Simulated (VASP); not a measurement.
# Ga (P2_1/m) in VASP: further runs, part 2 of 3

VASP 6.6.1. The steps go on from the part before.

**3. Single point, LDA (volume scaled by 0.94)**

Input file INCAR:

```
SYSTEM = Ga
PREC = Accurate ; ENCUT = 520
EDIFF = 1E-7 ; ISMEAR = -1
SIGMA = 0.05 ; LREAL = .FALSE.
LASPH = .TRUE. ; NELM = 80
ALGO = Fast ; ISIF = 2
LWAVE = .FALSE. ; LCHARG = .TRUE.
GGA = CA ; LELF = .TRUE.
LVHAR = .TRUE. ; NBANDS = 20
```

Input file KPOINTS:

```
Automatic mesh
0
G
  10 8 7
  0 0 0
```

Input file POSCAR:

```
Ga
1.0
    2.7217036785      0.0000000000      0.0000000000
    0.0000000000      3.2146183849      0.0000000000
   -1.3160064422      0.0000000000      3.9088161735
Ga
2
Direct
    0.1345962700      0.7500000000      0.7701668300
    0.8654037300      0.2500000000      0.2298331700
```

Potentials or basis: VASP PAW LDA potentials, release 64 (Ga_d).

Command:

```console
cat potpaw_LDA.64/Ga_d/POTCAR > POTCAR
mpirun -np 1 vasp_std > vasp.out
```

OUTCAR:

```text
SYSTEM = Ga
   PREC = Accurate
   ENCUT = 520
   EDIFF = 1E-7
   ISMEAR = -1
   LREAL = .FALSE.
   LASPH = .TRUE.
   NELM = 80
   ISIF = 2
   GGA = CA

 ion  position               nearest neighbor table
   1  0.135  0.750  0.770-   2 2.65   2 2.65   2 2.76   2 2.76   2 2.78   2 2.78
   2  0.865  0.250  0.230-   1 2.65   1 2.65   1 2.76   1 2.76   1 2.78   1 2.78

  LATTYP: Found a simple monoclinic cell.
 ALAT       =     2.7217036785
 B/A-ratio  =     1.1811052064
 C/A-ratio  =     1.5153762184
 COS(beta)  =    -0.3190778872

  Lattice vectors:

 A1 = (   2.7217036785,   0.0000000000,   0.0000000000)
 A2 = (   0.0000000000,   3.2146183849,   0.0000000000)
 A3 = (  -1.3160064422,   0.0000000000,   3.9088161735)

Analysis of symmetry for initial positions (statically):
=====================================================================
 Subroutine PRICEL returns:
 Original cell was already a primitive cell.

 Routine SETGRP: Setting up the symmetry group for a
 simple monoclinic supercell.

 Subroutine GETGRP returns: Found  4 space group operations
 (whereof  2 operations were pure point group operations)
 out of a pool of  4 trial point group operations.

The static configuration has the point symmetry S_2 .
 The point group associated with its full space group is C_2h.

Analysis of symmetry for dynamics (positions and initial velocities):
=====================================================================
 Subroutine PRICEL returns:
 Original cell was already a primitive cell.

 Routine SETGRP: Setting up the symmetry group for a
 simple monoclinic supercell.

 Subroutine GETGRP returns: Found  4 space group operations
 (whereof  2 operations were pure point group operations)
 out of a pool of  4 trial point group operations.

The dynamic configuration has the point symmetry S_2 .
 The point group associated with its full space group is C_2h.

 Subroutine INISYM returns: Found  4 space group operations
 (whereof  2 operations are pure point group operations),
 and found     1 'primitive' translations

----------------------------------------------------------------------------------------

                                     Primitive cell

  volume of cell :      34.1992

  direct lattice vectors                    reciprocal lattice vectors
     2.721703678  0.000000000  0.000000000     0.367416926  0.000000000  0.123700635
     0.000000000  3.214618385  0.000000000     0.000000000  0.311078915  0.000000000
    -1.316006442  0.000000000  3.908816173     0.000000000  0.000000000  0.255831934

  length of vectors
     2.721703678  3.214618385  4.124405028     0.387681628  0.311078915  0.255831934

  position of ions in fractional coordinates (direct lattice)
     0.134596270  0.750000000  0.770166830
     0.865403730  0.250000000  0.229833170

  ion indices of the primitive-cell ions
   primitive index   ion index
                 1           1
                 2           2

----------------------------------------------------------------------------------------

 KPOINTS: Automatic mesh

Automatic generation of k-mesh.
 Grid dimensions read from file:
 generate k-points for:   10    8    7

 Generating k-lattice:

  Cartesian coordinates                     Fractional coordinates (reciprocal lattice)
     0.036741693  0.000000000  0.012370063     0.100000000  0.000000000  0.000000000
     0.000000000  0.038884864  0.000000000     0.000000000  0.125000000  0.000000000
     0.000000000  0.000000000  0.036547419     0.000000000  0.000000000  0.142857143

  Length of vectors
     0.038768163  0.038884864  0.036547419

  Shift w.r.t. Gamma in fractional coordinates (k-lattice)
     0.000000000  0.000000000  0.000000000

 Subroutine IBZKPT returns following result:
 ===========================================

 Found    180 irreducible k-points:

 Following reciprocal coordinates:
            Coordinates               Weight
  0.000000  0.000000  0.000000      1.000000
  0.100000  0.000000  0.000000      2.000000
  0.200000  0.000000  0.000000      2.000000
  0.300000  0.000000 -0.000000      2.000000
  0.400000  0.000000  0.000000      2.000000
  0.500000  0.000000  0.000000      1.000000
[... 16 lines left out ...]
  0.400000  0.375000  0.000000      4.000000
  0.500000  0.375000  0.000000      2.000000
 [... further k-points ...]
   k-points           NKPTS =    180   k-points in BZ     NKDIM =    180   number of bands    NBANDS=     20
   number of dos      NEDOS =    301   number of ions     NIONS =      2
   total plane-waves  NPLWV =  15360
   dimension x,y,z NGX =    20 NGY =   24 NGZ =   32
   dimension x,y,z NGXF=    40 NGYF=   48 NGZF=   64
   ions per type =               2
   NGX,Y,Z   is equivalent  to a cutoff of  12.22, 12.41, 12.90 a.u.
   NGXF,Y,Z  is equivalent  to a cutoff of  24.43, 24.82, 25.80 a.u.
 SYSTEM =  Ga
   PREC   = accura    normal or accurate (medium, high low for compatibility)
   ISTART =      0    job   : 0-new  1-cont  2-samecut
   ICHARG =      2    charge: 1-file 2-atom 10-const
   ISPIN  =      1    spin polarized calculation?
   LNONCOLLINEAR =      F non collinear calculations
   LSORBIT =      F    spin-orbit coupling
   LASPH  =      T    aspherical Exc in radial PAW
   ENCUT  =  520.0 eV  38.22 Ry    6.18 a.u.   5.06  5.98  7.67*2*pi/ulx,y,z
   NELM   =     80;   NELMIN=  2; NELMDL= -5     # of ELM steps
   EDIFF  = 0.1E-06   stopping-criterion for ELM
   LREAL  =      F    real-space projection
   EDIFFG = 0.1E-05   stopping-criterion for IOM
   NSW    =      0    number of steps for IOM
   IBRION =     -1    ionic relax: 0-MD 1-quasi-New 2-CG
   NFREE  =      0    steps in history (QN), initial steepest desc. (CG)
   ISIF   =      2    stress and relaxation
   ISYM   =      2    0-nonsym 1-usesym 2-fastsym
   POTIM  = 0.5000    time-step for ionic-motion
   TEBEG  =    0.0;   TEEND  =   0.0 temperature during run
   PSTRESS=    0.0 pullay stress
   NELECT =      26.0000    total number of electrons
   NUPDOWN=      -1.0000    fix difference up-down
   EMIN   =  10.00;   EMAX   =-10.00  energy-range for DOS
   EFERMI =   0.00;   METHOD = LEGACY
   ISMEAR =    -1;   SIGMA  =   0.05  broadening in eV -4-tet -1-fermi 0-gaus
   EFERMI_NEDOS =   21; number of points for ismear=-14 and -15
   IALGO  =     68    algorithm
   IMIX   =      4    mixing-type and parameters
     AMIX     =   0.40;   BMIX     =  1.00
     AMIX_MAG =   1.60;   BMIX_MAG =  1.00
  volume/ion in A,a.u.               =      17.10       115.39
  Fermi-wavevector in a.u.,A,eV,Ry     =   1.494150  2.823534 30.374779  2.232483
  Thomas-Fermi vector in A             =   2.606459
   LORBIT       =      0    0 simple, 1 ext, 2 COOP (PROOUT), +10 PAW based schemes
   GGA     = CA    functional components
   LHFCALC =     F    Hartree Fock is set to
   AEXX    =    0.0000 exact exchange contribution
   IVDW    =     0    specifies the selected vdW correction
   LEPSILON=     F    determine dielectric tensor
   LRPA    =     F    only Hartree local field effects (RPA)
 non-spin polarized calculation
 RMM-DIIS sequential band-by-band and
  energy-cutoff  :      520.00
  volume of cell :       34.20
 maximum number of plane-waves:       934
   NGX = 11   NGY = 11   NGZ = 15

 number of electron      26.0000013 magnetization

 Free energy of the ion-electron system (eV)
  ---------------------------------------------------
  ext. energy  EPLUGINS =         0.00000000
  ---------------------------------------------------
  free energy    TOTEN  =        -7.17486003 eV

  energy without entropy =       -7.17035410  energy(sigma->0) =       -7.17260707

 E-fermi :   6.2098     XC(G=0): -11.7892

 val. band max:        6.2002377060   @ k =   0.3000   0.1250  -0.0000
 cond. band min:       6.2296213616   @ k =   0.1000   0.2500   0.4286
 fundamental gap:      0.0293836556
 Fermi energy:         6.2097882541

 k-point     1 :       0.0000    0.0000    0.0000
  band No.  band energies     occupation
      1      -9.1746      2.00000
      2      -9.1591      2.00000
      3      -9.1023      2.00000
      4      -9.0853      2.00000
      5      -8.7872      2.00000
      6      -8.7821      2.00000
[... 12 lines left out ...]
     19      17.7411      0.00000
     20      19.6729      0.00000

 k-point     2 :       0.1000    0.0000    0.0000
  band No.  band energies     occupation
      1      -9.1562      2.00000
      2      -9.1505      2.00000
      3      -9.0825      2.00000
      4      -9.0384      2.00000
      5      -8.8031      2.00000
      6      -8.8023      2.00000
[... 498 lines left out ...]
 k-point    24 :       0.5000    0.3750    0.0000
  band No.  band energies     occupation
      1      -9.1623      2.00000
      2      -9.0921      2.00000
      3      -9.0503      2.00000
      4      -9.0299      2.00000
      5      -8.8509      2.00000
      6      -8.7633      2.00000
[... 12 lines left out ...]
     19      17.1130      0.00000
     20      17.7886      0.00000

 [... further k-points ...]
[... 5 lines left out ...]
  --------------------------------------------------------------------------------------
  -------------------------------------------------------------------------------------
  Total        0.3835625      0.0921607      0.2821073      0.0000000      0.0000000     -0.0911795
  in kB       17.9693032      4.3175849     13.2162836      0.0000000      0.0000000     -4.2716185
  external PRESSURE =      11.8343906 kB  Pullay stress =       0.0000000 kB

 VOLUME and BASIS-vectors are now :
 -----------------------------------------------------------------------------
  energy-cutoff  :      520.00
  volume of cell :       34.20
      direct lattice vectors                 reciprocal lattice vectors
     2.721703678  0.000000000  0.000000000     0.367416926  0.000000000  0.123700635
     0.000000000  3.214618385  0.000000000     0.000000000  0.311078915  0.000000000
    -1.316006442  0.000000000  3.908816173     0.000000000  0.000000000  0.255831934

 POSITION                                       TOTAL-FORCE (eV/Angst)
 -----------------------------------------------------------------------------------
     -0.64721      2.41096      3.01044        -0.010241     -0.000000     -0.088170
      2.05291      0.80365      0.89838         0.010241      0.000000      0.088170
 -----------------------------------------------------------------------------------
    total drift:                               -0.000000      0.000000      0.000000

  FREE ENERGIE OF THE ION-ELECTRON SYSTEM (eV)
  ---------------------------------------------------
  free  energy   TOTEN  =        -7.1748600329 eV

  energy  without entropy=       -7.1703541001  energy(sigma->0) =       -7.17260707
```

OSZICAR:

```text
N       E                     dE             d eps       ncg     rms          rms(c)
DAV:   1     0.130634852754E+03    0.13063E+03   -0.13202E+04  7712   0.252E+03
DAV:   2     0.409790601104E+01   -0.12654E+03   -0.12325E+03  7440   0.386E+02
DAV:   3    -0.710090677896E+01   -0.11199E+02   -0.11138E+02  8084   0.951E+01
DAV:   4    -0.726275490703E+01   -0.16185E+00   -0.16175E+00  8236   0.125E+01
DAV:   5    -0.726548819209E+01   -0.27333E-02   -0.27332E-02  8188   0.160E+00    0.159E+00
RMM:   6    -0.719277761330E+01    0.72711E-01   -0.10574E-01  9516   0.395E+00    0.784E-01
RMM:   7    -0.717639371097E+01    0.16384E-01   -0.28815E-02 10021   0.158E+00    0.216E-01
RMM:   8    -0.717479838561E+01    0.15953E-02   -0.58240E-03 10489   0.661E-01    0.228E-02
RMM:   9    -0.717484503461E+01   -0.46649E-04   -0.69002E-04 10612   0.324E-01    0.143E-02
RMM:  10    -0.717485817543E+01   -0.13141E-04   -0.23418E-04 12003   0.136E-01    0.418E-03
RMM:  11    -0.717485981240E+01   -0.16370E-05   -0.21435E-05 11683   0.395E-02    0.240E-03
RMM:  12    -0.717485999940E+01   -0.18700E-06   -0.34413E-06 11090   0.154E-02    0.104E-03
RMM:  13    -0.717486003290E+01   -0.33506E-07   -0.69957E-07  8213   0.762E-03
   1 F= -.71748600E+01 E0= -.71726071E+01  d E =-.450593E-02
```

It took 39 s on 1 thread of Intel Xeon 6975P-C (Granite Rapids), shared host; peak memory 0.2 GiB.

Results:

- Free energy: -7.1749 eV
- Pressure: 1.2 GPa
- Largest force: 0.089 eV/Å
- Band gap on the k mesh: zero (band 13 reaches 10.52 eV, above the bottom of band 14 at 1.81 eV)

Forces in eV/Å, atoms in the order of the input:
```
Ga  -0.010  0.000 -0.088
Ga   0.010  0.000  0.088
```

Stress tensor (GPa, compression positive):
```
 1.80  0.00 -0.43
 0.00  0.43  0.00
-0.43  0.00  1.32
```

[end of part 2 of 3]
